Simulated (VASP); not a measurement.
# WSe2: single point with PBEsol

The system is WSe2, a slab with vacuum.

```
W Se
1.0
     3.07404    0.00000    0.00000
    -1.53702    2.66219    0.00000
     0.00000    0.00000   17.26102
W Se
1 2
Direct
  0.00000 0.00000 0.00000
  0.33333 0.66667 0.10109
  0.33333 0.66667 0.89891
```

This cell differs from its parent crystal: biaxial strain in the a-b plane: -6.0 %.

| Quantity | Value |
| --- | --- |
| Program | VASP 6.6.1 |
| Task | single point |
| Functional | PBEsol |
| Potentials or basis | VASP PAW PBE potentials, release 64 (W_sv, Se) |
| Cutoff | 520 eV |
| k mesh | 12 × 12 × 2 |
| Occupations | gaussian, width 0.02 eV |
| Spin | no spin polarisation |

The largest force is 0.209 eV/Å and the band gap on the k mesh is 1.35 eV (least direct gap 1.93 eV).

Forces in eV/Å, atoms in the order of the input:
```
W    0.000  0.000  0.000
Se   0.000  0.000  0.209
Se   0.000  0.000 -0.209
```

Levels at points of the mesh, in eV from the valence-band top:
```tsv
k point	band 9	band 10	band 11	band 12	band 13	band 14	band 15	band 16	band 17	band 18
(0.00, 0.00, 0.00)	-1.83	-1.83	-1.22	-0.45	-0.45	3.79	3.79	3.84	3.84	4.37
(0.50, 0.00, 0.00)	-4.50	-2.71	-2.67	-1.16	-0.19	2.92	3.55	3.84	4.86	5.60
(0.00, 0.00, 0.50)	-1.83	-1.83	-1.22	-0.45	-0.45	3.79	3.79	3.84	3.84	4.51
(0.50, 0.00, 0.50)	-4.50	-2.71	-2.67	-1.16	-0.19	2.92	3.55	3.84	4.86	5.60
```

Wall time 50 s on 1 thread of Intel(R) Xeon(R) 6975P-C (Granite Rapids), with other jobs on the host, peak memory 0.3 GiB.

Caveat: the cell differs from its parent crystal (biaxial strain in the a-b plane: -6.0 %); there is no dipole correction, which matters where the two faces differ; the PAW data sets were made with another functional, which shifts forces and pressure a little; spin-orbit coupling is left out, which moves the levels of the heavy elements.
